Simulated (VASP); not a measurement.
# ZrH (I-4m2) in VASP: single point with LDA

Aim: the single point of ZrH with LDA.

Everything below comes from runs of VASP 6.6.1. Logs are shortened: lines on timing, memory, paths and dates and some standing lists are left out, and cuts for length are marked.

### 1 The cell of the first run

The structure is tetragonal, space group I-4m2 (No. 119). The conventional cell has a = 3.201 Å, b = 3.201 Å, c = 4.976 Å, α = 90.00°, β = 90.00°, γ = 90.00°. Within 2.7 Å of Zr (site symmetry -4m2) lie 4 H at 2.03 Å. Within 2.7 Å of H (site symmetry -4m2) lie 4 Zr at 2.03 Å.

### 2 Single point, LDA

Contents of INCAR:

```
PREC = Accurate
ENCUT = 520
EDIFF = 1E-6
ISMEAR = -1
SIGMA = 0.1
LREAL = False
LASPH = True
NELM = 80
ALGO = Normal
ISIF = 2
LWAVE = False
LCHARG = True
GGA = CA
LELF = True
LVHAR = True
NBANDS = 14
```

Contents of KPOINTS:

```
regular mesh
0
Gamma
  11 11 11
```

Contents of POSCAR:

```
ZrH
1.0
   -1.6004413089      1.6004413089      2.4879982530
    1.6004413089     -1.6004413089      2.4879982530
    1.6004413089      1.6004413089     -2.4879982530
Zr H
1 1
Direct
    0.0000000000      0.0000000000      0.0000000000
    0.7500000000      0.2500000000      0.5000000000
```

Potentials or basis: VASP PAW LDA potentials, release 64 (Zr_sv, H).

Run with:

```console
$ cat potpaw_LDA.64/Zr_sv/POTCAR potpaw_LDA.64/H/POTCAR > POTCAR
$ mpirun -np 1 vasp_std > vasp.out
```

OUTCAR:

```text
PREC = Accurate
   ENCUT = 520
   EDIFF = 1E-6
   ISMEAR = -1
   LREAL = False
   LASPH = True
   NELM = 80
   ISIF = 2
   GGA = CA

 ion  position               nearest neighbor table
   1  0.000  0.000  0.000-   2 2.03   2 2.03   2 2.03   2 2.03
   2  0.750  0.250  0.500-   1 2.03   1 2.03   1 2.03   1 2.03

  LATTYP: Found a body centered tetragonal cell.
 ALAT       =     3.2008826178
 C/A-ratio  =     1.5545701296

  Lattice vectors:

 A1 = (  -1.6004413089,   1.6004413089,   2.4879982530)
 A2 = (   1.6004413089,  -1.6004413089,   2.4879982530)
 A3 = (   1.6004413089,   1.6004413089,  -2.4879982530)

Analysis of symmetry for initial positions (statically):
=====================================================================
 Subroutine PRICEL returns:
 Original cell was already a primitive cell.

 Routine SETGRP: Setting up the symmetry group for a
 body centered tetragonal supercell.

 Subroutine GETGRP returns: Found  8 space group operations
 (whereof  8 operations were pure point group operations)
 out of a pool of 16 trial point group operations.

The static configuration has the point symmetry D_2d.

Analysis of symmetry for dynamics (positions and initial velocities):
=====================================================================
 Subroutine PRICEL returns:
 Original cell was already a primitive cell.

 Routine SETGRP: Setting up the symmetry group for a
 body centered tetragonal supercell.

 Subroutine GETGRP returns: Found  8 space group operations
 (whereof  8 operations were pure point group operations)
 out of a pool of 16 trial point group operations.

The dynamic configuration has the point symmetry D_2d.

 Subroutine INISYM returns: Found  8 space group operations
 (whereof  8 operations are pure point group operations),
 and found     1 'primitive' translations

----------------------------------------------------------------------------------------

                                     Primitive cell

  volume of cell :      25.4912

  direct lattice vectors                    reciprocal lattice vectors
    -1.600441309  1.600441309  2.487998253     0.000000000  0.312413831  0.200964771
     1.600441309 -1.600441309  2.487998253     0.312413831  0.000000000  0.200964771
     1.600441309  1.600441309 -2.487998253     0.312413831  0.312413831  0.000000000

  length of vectors
     3.363474405  3.363474405  3.363474405     0.371469031  0.371469031  0.441819876

  position of ions in fractional coordinates (direct lattice)
[... 89 lines left out ...]
   PSTRESS=    0.0 pullay stress
   NELECT =      13.0000    total number of electrons
   NUPDOWN=      -1.0000    fix difference up-down
   EMIN   =  10.00;   EMAX   =-10.00  energy-range for DOS
   EFERMI =   0.00;   METHOD = LEGACY
   ISMEAR =    -1;   SIGMA  =   0.10  broadening in eV -4-tet -1-fermi 0-gaus
   EFERMI_NEDOS =   21; number of points for ismear=-14 and -15
   IALGO  =     38    algorithm
   IMIX   =      4    mixing-type and parameters
     AMIX     =   0.40;   BMIX     =  1.00
     AMIX_MAG =   1.60;   BMIX_MAG =  1.00
  volume/ion in A,a.u.               =      12.75        86.01
  Fermi-wavevector in a.u.,A,eV,Ry     =   1.307955  2.471676 23.276112  1.710746
  Thomas-Fermi vector in A             =   2.438654
   LORBIT       =      0    0 simple, 1 ext, 2 COOP (PROOUT), +10 PAW based schemes
   GGA     = CA    functional components
   LHFCALC =     F    Hartree Fock is set to
   AEXX    =    0.0000 exact exchange contribution
   IVDW    =     0    specifies the selected vdW correction
   LEPSILON=     F    determine dielectric tensor
   LRPA    =     F    only Hartree local field effects (RPA)
 non-spin polarized calculation
  energy-cutoff  :      520.00
  volume of cell :       25.49
 maximum number of plane-waves:       700
 NGX is ok and might be reduce to    28
   NGX = 13   NGY = 13   NGZ = 13

 number of electron      13.0000000 magnetization

 Free energy of the ion-electron system (eV)
  ---------------------------------------------------
  ext. energy  EPLUGINS =         0.00000000
  ---------------------------------------------------
  free energy    TOTEN  =       -13.57400636 eV

  energy without entropy =      -13.52340467  energy(sigma->0) =      -13.54870552

 E-fermi :   8.0779     XC(G=0): -11.3473

 val. band max:        8.0755838817   @ k =  -0.4545  -0.4545   0.4545
 cond. band min:       8.0988660208   @ k =   0.1818   0.1818   0.0909
 fundamental gap:      0.0232821390
 Fermi energy:         8.0779232861

 k-point     1 :       0.0000    0.0000    0.0000
  band No.  band energies     occupation
      1     -40.3353      2.00000
      2     -18.1537      2.00000
      3     -18.1068      2.00000
      4     -18.1068      2.00000
      5       0.1501      2.00000
      6       8.1298      0.74614
      7       8.9849      0.00023
      8       8.9849      0.00023
      9      10.3237      0.00000
     10      11.7593      0.00000
     11      12.4206      0.00000
     12      20.5196      0.00000
     13      22.5901      0.00000
     14      22.5901      0.00000
[... 377 lines left out ...]
      1     -40.2890      2.00000
      2     -18.3627      2.00000
      3     -18.2284      2.00000
      4     -18.2189      2.00000
      5       1.1342      2.00000
      6       6.9679      1.99997
      7       9.0629      0.00011
      8       9.4994      0.00000
      9      10.0120      0.00000
     10      11.1805      0.00000
     11      15.4872      0.00000
     12      21.2527      0.00000
     13      21.5339      0.00000
     14      23.0545      0.00000

 [... further k-points ...]

------------------------ aborting loop because EDIFF is reached ----------------------------------------

  FORCE on cell =-STRESS in cart. coord.  units (eV):
  Direction    XX          YY          ZZ          XY          YZ          ZX
  --------------------------------------------------------------------------------------
  -------------------------------------------------------------------------------------
  Total        0.0132430      0.0132430      0.0301606      0.0000000      0.0000000      0.0000000
  in kB        0.8323510      0.8323510      1.8956605      0.0000000      0.0000000      0.0000000
  external PRESSURE =       1.1867875 kB  Pullay stress =       0.0000000 kB

 VOLUME and BASIS-vectors are now :
 -----------------------------------------------------------------------------
  energy-cutoff  :      520.00
  volume of cell :       25.49
      direct lattice vectors                 reciprocal lattice vectors
    -1.600441309  1.600441309  2.487998253     0.000000000  0.312413831  0.200964771
     1.600441309 -1.600441309  2.487998253     0.312413831  0.000000000  0.200964771
     1.600441309  1.600441309 -2.487998253     0.312413831  0.312413831  0.000000000

 POSITION                                       TOTAL-FORCE (eV/Angst)
 -----------------------------------------------------------------------------------
      0.00000      0.00000      0.00000        -0.000000     -0.000000      0.000000
     -0.00000      1.60044      1.24400         0.000000      0.000000     -0.000000
 -----------------------------------------------------------------------------------
    total drift:                               -0.000000      0.000000      0.000000

  FREE ENERGIE OF THE ION-ELECTRON SYSTEM (eV)
  ---------------------------------------------------
  free  energy   TOTEN  =       -13.5740063621 eV

  energy  without entropy=      -13.5234046738  energy(sigma->0) =      -13.54870552
```

stdout:

```text
POSCAR found type information on POSCAR ZrH
 POSCAR found :  2 types and       2 ions
 scaLAPACK will be used
 LDA part: xc-table for (Slater(with rela. corr.)+CA(PZ))
 , standard interpolation
 POSCAR, INCAR and KPOINTS ok, starting setup
 FFT: planning ... GRIDC
 FFT: planning ... GRID_SOFT
 FFT: planning ... GRID
 WAVECAR not read
 entering main loop
```

It took 72 s on 1 thread of Intel Xeon 8259CL, shared host; peak memory 0.17 GiB.

Results:

* Free energy: -13.5740 eV
* Pressure: 0.1 GPa
* Band gap on the k mesh: zero (an odd number of electrons rules out a gap without spin polarisation)
